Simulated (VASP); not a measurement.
The system is Li3P2.

```
Li P
1.0
     1.64764    0.95127    7.63766
    -1.64764    0.95127    7.63766
     0.00000   -1.90253    7.63766
Li P
3 2
Direct
  0.00000 0.00000 0.00000
  0.20950 0.20950 0.20950
  0.79050 0.79050 0.79050
  0.40000 0.40000 0.40000
  0.60000 0.60000 0.60000
```

```yaml
Program: VASP 6.6.1
Task: relaxation of cell and atoms
Functional: PBE
Potentials_or_basis: VASP PAW PBE potentials, release 64 (Li_sv, P)
Cutoff: 600 eV
k_mesh: 6 × 6 × 6
Occupations: gaussian, width 0.1 eV
Spin: no spin polarisation
```

At the start: pressure 6.7 GPa; volume 14.37 Å³/atom.

Problem. How do energy, volume and symmetry change on relaxing?

Solution. Over 17 steps the energy falls by 212.7 meV/atom and the volume is 15.17 Å³/atom (+5.6 %); space group R-3m (No. 166, to 0.1 Å) before and after.

The path:
```tsv
step	energy change (eV)	largest force (eV/Å)	pressure (GPa)	volume (Å³)
1	0.0000	0.7317	6.70	71.83
2	-0.3847	0.3674	1.34	78.17
3	-0.4808	0.3922	-1.70	83.23
4	-0.4830	0.3839	-2.15	84.12
5	-0.6248	0.0686	-1.94	82.43
6	-0.8408	0.5401	-0.72	78.93
7	-0.4695	1.9980	5.02	71.08
8	-0.8474	0.7775	0.09	77.62
9	-0.9335	0.7372	-0.17	76.08
10	-0.7572	0.4181	-0.09	71.95
11	-0.9555	0.5882	-0.32	75.15
12	-1.0050	0.3001	-0.10	74.48
13	-1.0204	0.3034	0.22	73.81
14	-1.0370	0.2199	0.33	74.02
15	-1.0594	0.0192	0.74	74.64
16	-1.0597	0.0696	-0.84	77.06
17	-1.0633	0.0366	-0.09	75.87
```

Final structure:
```cif
data_structure
_symmetry_space_group_name_H-M 'P 1'
_symmetry_Int_Tables_number 1
_cell_length_a 10.1070
_cell_length_b 10.1070
_cell_length_c 10.1070
_cell_angle_alpha 16.873
_cell_angle_beta 16.873
_cell_angle_gamma 16.873
_cell_volume 75.87
loop_
_atom_site_label
_atom_site_type_symbol
_atom_site_fract_x
_atom_site_fract_y
_atom_site_fract_z
_atom_site_occupancy
Li1 Li 0.00000 0.00000 0.00000 1
Li2 Li 0.21076 0.21076 0.21076 1
Li3 Li 0.78924 0.78924 0.78924 1
P1 P 0.39773 0.39773 0.39773 1
P2 P 0.60227 0.60227 0.60227 1
```

Caveat: the k points lie up to 0.41 Å⁻¹ apart in the final cell, too coarse for converged energies and pressures of a metal; the cutoff is under 1.25 times the usual one of these potentials, so pressure, stress and relaxed cells hold a basis-set (Pulay) error; a cell axis changed by over 15 % at a fixed basis, so the end point is rough.
